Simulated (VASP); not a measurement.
Wanted: the native input for a VASP 6.6.1 run.

```
Task                   : single point
Functional             : r2SCAN
Potentials or basis    : VASP PAW PBE potentials, release 64 (Sn_d, Se)
Cutoff                 : 520 eV
k mesh                 : 6 × 6 × 4
Occupations            : gaussian, width 0.05 eV
Spin                   : no spin polarisation
Dipole correction      : no
Further INCAR settings : ALGO = Normal; EDIFF = 1e-07; NBANDS = 28
```

The system is SnSe, a slab with vacuum.

```
Sn Se
1.0
     4.66113    0.00000    0.00000
     0.00000    3.91106    0.00000
     0.00000    0.00000   10.98985
Sn Se
2 2
Direct
  0.50000 0.00000 0.37139
  0.00000 0.50000 0.62861
  0.50000 0.00000 0.61509
  0.00000 0.50000 0.38491
```

This cell differs from its parent crystal: strain +0.0875 x Voigt [1, -1, 0, 0, 0, 0].

The input as run:

POSCAR

```
SnSe
1.0
    4.6611281199      0.0000000000      0.0000000000
    0.0000000000      3.9110615259      0.0000000000
    0.0000000000      0.0000000000     10.9898489716
Sn Se
2 2
Direct
    0.5000000000      0.0000000000      0.3713940265
    0.0000000000      0.5000000000      0.6286059735
    0.5000000000      0.0000000000      0.6150878825
    0.0000000000      0.5000000000      0.3849121175
```

INCAR.step1

```
SYSTEM = SnSe
  PREC = Accurate
  ENCUT = 520
  ISMEAR = 0
  SIGMA = 0.05
  LREAL = .False.
  LASPH = .True.
  NELM = 100
  NBANDS = 28
  GGA = PE
  ALGO = Normal
  EDIFF = 1E-4
  LWAVE = .True.
  LCHARG = .False.
```

INCAR.step2

```
SYSTEM = SnSe
  PREC = Accurate
  ENCUT = 520
  EDIFF = 1E-7
  ISMEAR = 0
  SIGMA = 0.05
  LREAL = .False.
  LASPH = .True.
  NELM = 100
  ALGO = Normal
  ISIF = 2
  LWAVE = .False.
  LCHARG = .False.
  METAGGA = R2SCAN
  LMIXTAU = .True.
  NBANDS = 28
  ISTART = 1
```

KPOINTS

```
regular mesh
0
Gamma
  6 6 4
  0 0 0
```

Potentials or basis: VASP PAW PBE potentials, release 64 (Sn_d, Se).

Command:

```bash
$ cat potpaw_PBE.64/Sn_d/POTCAR potpaw_PBE.64/Se/POTCAR > POTCAR
$ cp INCAR.step1 INCAR
$ mpirun -np 1 vasp_std > vasp.out
$ cp INCAR.step2 INCAR
$ mpirun -np 1 vasp_std > vasp.out
```

Results of the run:

```
Largest force          : 0.074 eV/Å
Band gap on the k mesh : 0.75 eV (least direct gap 1.56 eV)
```

Caveat: the cell differs from its parent crystal (strain +0.0875 x Voigt [1, -1, 0, 0, 0, 0]); there is no dipole correction, which matters where the two faces differ; semilocal functionals underestimate gaps, and a narrow one can read as zero; the PAW data sets were made with another functional, which shifts forces and pressure a little; spin-orbit coupling is left out, which moves the levels of the heavy elements.

Run time: 31 min on 1 thread of Oxide Virtual Turin-like Processor, with other jobs on the host, peak memory 0.45 GiB.
